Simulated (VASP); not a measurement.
# RbCl (Fm-3m) in VASP: settings compared

Aim: see how the results for RbCl move with the level of theory and the settings. Levels: LDA, PBEsol, PBE, r2SCAN. Tasks: single point.

All numbers are computed with VASP 6.6.1; they aren't measurements. Logs are shortened: lines on timing, memory, paths and dates and some standing lists are left out, and cuts for length are marked.

**1. The cell of the first run**

Symmetry: Fm-3m, No. 225, cubic system. Conventional cell: a = 6.378 Å, b = 6.378 Å, c = 6.378 Å, α = 90.00°, β = 90.00°, γ = 90.00°. Within 4.2 Å of Rb (site symmetry m-3m) lie 6 Cl at 3.19 Å. Within 4.2 Å of Cl (site symmetry m-3m) lie 6 Rb at 3.19 Å.

**2. Single point, LDA**

INCAR

```
  PREC = Accurate
  ENCUT = 500
  EDIFF = 1E-6
  ISMEAR = -1
  SIGMA = 0.02
  LREAL = False
  LASPH = True
  NELM = 120
  ALGO = Normal
  ISIF = 2
  LWAVE = False
  LCHARG = False
  NBANDS = 15
  GGA_COMPAT = False
```

KPOINTS

```
regular mesh
0
Gamma
  6 6 6
```

POSCAR

```
RbCl
1.0
    0.0000000000      3.1890773941      3.1890773941
    3.1890773941      0.0000000000      3.1890773941
    3.1890773941      3.1890773941      0.0000000000
Rb Cl
1 1
Direct
    0.0000000000      0.0000000000      0.0000000000
    0.5000000000      0.5000000000      0.5000000000
```

Potentials or basis: VASP PAW LDA potentials, release 64 (Rb_sv, Cl).

Run with:

```console
$ cat potpaw_LDA.64/Rb_sv/POTCAR potpaw_LDA.64/Cl/POTCAR > POTCAR
$ mpirun -np 1 vasp_std > vasp.out
```

OUTCAR:

```text
PREC = Accurate
   ENCUT = 500
   EDIFF = 1E-6
   ISMEAR = -1
   LREAL = False
   LASPH = True
   NELM = 120
   ISIF = 2

 ion  position               nearest neighbor table
   1  0.000  0.000  0.000-   2 3.19   2 3.19   2 3.19   2 3.19   2 3.19   2 3.19
   2  0.500  0.500  0.500-   1 3.19   1 3.19   1 3.19   1 3.19   1 3.19   1 3.19

  LATTYP: Found a face centered cubic cell.
 ALAT       =     6.3781547882

  Lattice vectors:

 A1 = (   0.0000000000,   3.1890773941,   3.1890773941)
 A2 = (   3.1890773941,   0.0000000000,   3.1890773941)
 A3 = (   3.1890773941,   3.1890773941,   0.0000000000)

Analysis of symmetry for initial positions (statically):
=====================================================================
 Subroutine PRICEL returns:
 Original cell was already a primitive cell.

 Routine SETGRP: Setting up the symmetry group for a
 face centered cubic supercell.

 Subroutine GETGRP returns: Found 48 space group operations
 (whereof 48 operations were pure point group operations)
 out of a pool of 48 trial point group operations.

The static configuration has the point symmetry O_h .

Analysis of symmetry for dynamics (positions and initial velocities):
=====================================================================
 Subroutine PRICEL returns:
 Original cell was already a primitive cell.

 Routine SETGRP: Setting up the symmetry group for a
 face centered cubic supercell.

 Subroutine GETGRP returns: Found 48 space group operations
 (whereof 48 operations were pure point group operations)
 out of a pool of 48 trial point group operations.

The dynamic configuration has the point symmetry O_h .

 Subroutine INISYM returns: Found 48 space group operations
 (whereof 48 operations are pure point group operations),
 and found     1 'primitive' translations

----------------------------------------------------------------------------------------

                                     Primitive cell

  volume of cell :      64.8672

  direct lattice vectors                    reciprocal lattice vectors
     0.000000000  3.189077394  3.189077394    -0.156785157  0.156785157  0.156785157
     3.189077394  0.000000000  3.189077394     0.156785157 -0.156785157  0.156785157
     3.189077394  3.189077394  0.000000000     0.156785157  0.156785157 -0.156785157

  length of vectors
     4.510036502  4.510036502  4.510036502     0.271559858  0.271559858  0.271559858

  position of ions in fractional coordinates (direct lattice)
     0.000000000  0.000000000  0.000000000
     0.500000000  0.500000000  0.500000000

  ion indices of the primitive-cell ions
   primitive index   ion index
                 1           1
                 2           2

----------------------------------------------------------------------------------------

 KPOINTS: regular mesh

Automatic generation of k-mesh.
 Grid dimensions read from file:
 generate k-points for:    6    6    6

 Generating k-lattice:

  Cartesian coordinates                     Fractional coordinates (reciprocal lattice)
    -0.026130860  0.026130860  0.026130860     0.166666667  0.000000000  0.000000000
     0.026130860 -0.026130860  0.026130860     0.000000000  0.166666667  0.000000000
     0.026130860  0.026130860 -0.026130860     0.000000000  0.000000000  0.166666667

  Length of vectors
     0.045259976  0.045259976  0.045259976

  Shift w.r.t. Gamma in fractional coordinates (k-lattice)
     0.000000000  0.000000000  0.000000000

 Subroutine IBZKPT returns following result:
 ===========================================

 Found     16 irreducible k-points:

 Following reciprocal coordinates:
            Coordinates               Weight
  0.000000  0.000000  0.000000      1.000000
  0.166667  0.000000  0.000000      8.000000
  0.333333  0.000000  0.000000      8.000000
  0.500000  0.000000  0.000000      4.000000
  0.166667  0.166667  0.000000      6.000000
  0.333333  0.166667  0.000000     24.000000
[... 8 lines left out ...]
 -0.333333  0.333333  0.166667     24.000000
 -0.333333  0.500000  0.166667     12.000000
   k-points           NKPTS =     16   k-points in BZ     NKDIM =     16   number of bands    NBANDS=     15
   number of dos      NEDOS =    301   number of ions     NIONS =      2
   total plane-waves  NPLWV =  46656
   dimension x,y,z NGX =    36 NGY =   36 NGZ =   36
   dimension x,y,z NGXF=    72 NGYF=   72 NGZF=   72
   ions per type =               1   1
   NGX,Y,Z   is equivalent  to a cutoff of  13.27, 13.27, 13.27 a.u.
   NGXF,Y,Z  is equivalent  to a cutoff of  26.54, 26.54, 26.54 a.u.
 SYSTEM =  unknown system
   PREC   = accura    normal or accurate (medium, high low for compatibility)
   ISTART =      0    job   : 0-new  1-cont  2-samecut
   ICHARG =      2    charge: 1-file 2-atom 10-const
   ISPIN  =      1    spin polarized calculation?
   LNONCOLLINEAR =      F non collinear calculations
   LSORBIT =      F    spin-orbit coupling
   LASPH  =      T    aspherical Exc in radial PAW
   ENCUT  =  500.0 eV  36.75 Ry    6.06 a.u.   8.22  8.22  8.22*2*pi/ulx,y,z
   NELM   =    120;   NELMIN=  2; NELMDL= -5     # of ELM steps
   EDIFF  = 0.1E-05   stopping-criterion for ELM
   LREAL  =      F    real-space projection
   EDIFFG = 0.1E-04   stopping-criterion for IOM
   NSW    =      0    number of steps for IOM
   IBRION =     -1    ionic relax: 0-MD 1-quasi-New 2-CG
   NFREE  =      0    steps in history (QN), initial steepest desc. (CG)
   ISIF   =      2    stress and relaxation
   ISYM   =      2    0-nonsym 1-usesym 2-fastsym
   POTIM  = 0.5000    time-step for ionic-motion
   TEBEG  =    0.0;   TEEND  =   0.0 temperature during run
   PSTRESS=    0.0 pullay stress
   NELECT =      16.0000    total number of electrons
   NUPDOWN=      -1.0000    fix difference up-down
   EMIN   =  10.00;   EMAX   =-10.00  energy-range for DOS
   EFERMI =   0.00;   METHOD = LEGACY
   ISMEAR =    -1;   SIGMA  =   0.02  broadening in eV -4-tet -1-fermi 0-gaus
   EFERMI_NEDOS =   21; number of points for ismear=-14 and -15
   IALGO  =     38    algorithm
   IMIX   =      4    mixing-type and parameters
     AMIX     =   0.40;   BMIX     =  1.00
     AMIX_MAG =   1.60;   BMIX_MAG =  1.00
  volume/ion in A,a.u.               =      32.43       218.87
  Fermi-wavevector in a.u.,A,eV,Ry     =   1.026691  1.940165 14.341826  1.054094
  Thomas-Fermi vector in A             =   2.160597
   LORBIT       =      0    0 simple, 1 ext, 2 COOP (PROOUT), +10 PAW based schemes
   GGA     = CA    functional components
   LHFCALC =     F    Hartree Fock is set to
   AEXX    =    0.0000 exact exchange contribution
   IVDW    =     0    specifies the selected vdW correction
   LEPSILON=     F    determine dielectric tensor
   LRPA    =     F    only Hartree local field effects (RPA)
 non-spin polarized calculation
  energy-cutoff  :      500.00
  volume of cell :       64.87
 maximum number of plane-waves:      1676
 NGX is ok and might be reduce to    36
   NGX = 17   NGY = 17   NGZ = 17

 number of electron      15.9999998 magnetization

 Free energy of the ion-electron system (eV)
  ---------------------------------------------------
  ext. energy  EPLUGINS =         0.00000000
  ---------------------------------------------------
  free energy    TOTEN  =        -7.26745065 eV

  energy without entropy =       -7.26745065  energy(sigma->0) =       -7.26745065

 E-fermi :  -1.3506     XC(G=0):  -8.2900

 val. band max:       -1.7603831491   @ k =   0.0000   0.0000   0.0000
 cond. band min:       3.0938146576   @ k =   0.0000   0.0000   0.0000
 fundamental gap:      4.8541978067
 Fermi energy:        -1.3506496671

 k-point     1 :       0.0000    0.0000    0.0000
  band No.  band energies     occupation
      1     -25.3428      2.00000
      2     -13.7568      2.00000
      3      -9.4563      2.00000
      4      -9.4563      2.00000
      5      -9.4563      2.00000
      6      -1.7604      2.00000
      7      -1.7604      2.00000
      8      -1.7604      2.00000
      9       3.0938      0.00000
     10       5.9862      0.00000
     11       5.9862      0.00000
     12       5.9862      0.00000
     13       7.1018      0.00000
     14       7.1018      0.00000
     15      10.0869      0.00000

 k-point     2 :       0.1667    0.0000    0.0000
  band No.  band energies     occupation
      1     -25.3359      2.00000
      2     -13.7839      2.00000
      3      -9.4602      2.00000
      4      -9.4602      2.00000
      5      -9.4420      2.00000
      6      -2.0933      2.00000
      7      -1.8827      2.00000
      8      -1.8827      2.00000
      9       3.7997      0.00000
     10       5.7965      0.00000
     11       6.3709      0.00000
     12       6.3709      0.00000
     13       7.5837      0.00000
     14       7.5837      0.00000
     15      11.2878      0.00000

 k-point     3 :       0.3333    0.0000    0.0000
  band No.  band energies     occupation
      1     -25.3220      2.00000
      2     -13.8375      2.00000
      3      -9.4678      2.00000
      4      -9.4678      2.00000
      5      -9.4140      2.00000
      6      -2.6264      2.00000
      7      -2.1100      2.00000
      8      -2.1100      2.00000
      9       5.2167      0.00000
     10       5.8660      0.00000
     11       7.4425      0.00000
     12       7.4425      0.00000
     13       8.7823      0.00000
     14       8.7823      0.00000
     15      11.4689      0.00000
[... 199 lines left out ...]
 k-point    15 :      -0.3333    0.3333    0.1667
  band No.  band energies     occupation
      1     -25.3091      2.00000
      2     -13.7781      2.00000
      3      -9.6706      2.00000
      4      -9.6573      2.00000
      5      -9.4330      2.00000
      6      -2.4409      2.00000
      7      -2.0814      2.00000
      8      -2.0572      2.00000
      9       5.7421      0.00000
     10       5.8273      0.00000
     11       7.9461      0.00000
     12       8.0078      0.00000
     13       9.4418      0.00000
     14      10.2145      0.00000
     15      10.5243      0.00000

 k-point    16 :      -0.3333    0.5000    0.1667
  band No.  band energies     occupation
      1     -25.3072      2.00000
      2     -13.7356      2.00000
      3      -9.7932      2.00000
      4      -9.6721      2.00000
      5      -9.4757      2.00000
      6      -2.2166      2.00000
      7      -2.0498      2.00000
      8      -1.9426      2.00000
      9       4.7951      0.00000
     10       6.7002      0.00000
     11       7.1866      0.00000
     12       8.2622      0.00000
     13       9.2914      0.00000
     14      10.3075      0.00000
     15      10.8170      0.00000

------------------------ aborting loop because EDIFF is reached ----------------------------------------

  FORCE on cell =-STRESS in cart. coord.  units (eV):
  Direction    XX          YY          ZZ          XY          YZ          ZX
  --------------------------------------------------------------------------------------
  -------------------------------------------------------------------------------------
  Total        0.0132843      0.0132843      0.0132843      0.0000000     -0.0000000     -0.0000000
  in kB        0.3281138      0.3281138      0.3281138      0.0000000     -0.0000000     -0.0000000
  external PRESSURE =       0.3281138 kB  Pullay stress =       0.0000000 kB

 VOLUME and BASIS-vectors are now :
 -----------------------------------------------------------------------------
  energy-cutoff  :      500.00
  volume of cell :       64.87
      direct lattice vectors                 reciprocal lattice vectors
     0.000000000  3.189077394  3.189077394    -0.156785157  0.156785157  0.156785157
     3.189077394  0.000000000  3.189077394     0.156785157 -0.156785157  0.156785157
     3.189077394  3.189077394  0.000000000     0.156785157  0.156785157 -0.156785157

 POSITION                                       TOTAL-FORCE (eV/Angst)
 -----------------------------------------------------------------------------------
      0.00000      0.00000      0.00000        -0.000000      0.000000     -0.000000
      3.18908      3.18908      3.18908         0.000000     -0.000000      0.000000
 -----------------------------------------------------------------------------------
    total drift:                                0.000000      0.000000      0.000000

  FREE ENERGIE OF THE ION-ELECTRON SYSTEM (eV)
  ---------------------------------------------------
  free  energy   TOTEN  =        -7.2674506539 eV

  energy  without entropy=       -7.2674506539  energy(sigma->0) =       -7.26745065
```

It took 12 s on 1 thread of AMD EPYC 9R45 (Zen 5), shared host; peak memory 0.14 GiB.

What came out:

```
Free energy            : -7.2675 eV
Pressure               : 0.0 GPa
Band gap on the k mesh : 4.85 eV, direct
```

LDA gaps usually lie below the measured ones, often by a third to a half.

(Continued in part 2 of 2.)
